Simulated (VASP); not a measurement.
Write the native input for VASP 6.6.1 that does the following.

```yaml
Task: single point
Functional: LDA
Potentials_or_basis: VASP PAW LDA potentials, release 64 (C)
Cutoff: 520 eV
k_mesh: 13 × 13 × 13
Occupations: gaussian, width 0.05 eV
Spin: no spin polarisation
Dipole_correction: no
Further_INCAR_settings: ALGO = Normal; EDIFF = 1e-06; NBANDS = 11
```

The structure of C lies in POSCAR:

```
C
1.0
    0.0000000000      1.7714007132      1.7714007132
    1.7714007132      0.0000000000      1.7714007132
    1.7714007132      1.7714007132      0.0000000000
C
2
Direct
    0.7500000000      0.7500000000      0.7500000000
    0.5000000000      0.5000000000      0.5000000000
```

These files were run (other wordings do the same):

INCAR

```
SYSTEM = C
ALGO = Normal
EDIFF = 1E-6
ENCUT = 520
ISIF = 2
ISMEAR = 0
LASPH = .True.
LCHARG = .True.
LELF = .True.
LREAL = .False.
LVHAR = .True.
LWAVE = .False.
NBANDS = 11
NELM = 100
PREC = Accurate
SIGMA = 0.05
```

KPOINTS

```
k-points
0
Gamma
  13 13 13
  0 0 0
```

Potentials or basis: VASP PAW LDA potentials, release 64 (C).

The run is started by

```bash
$ cat potpaw_LDA.64/C/POTCAR > POTCAR
$ mpirun -np 1 vasp_std > vasp.out
```

It gave:

```yaml
Pressure: -2.7 GPa
Band_gap_on_the_k_mesh: 4.16 eV, indirect (least direct gap 5.60 eV)
```

Run time: 13 s on 1 thread of Intel(R) Xeon(R) Platinum 8259CL CPU @ 2.50GHz (Skylake/Cascade Lake), with other jobs on the host, peak memory 0.11 GiB.
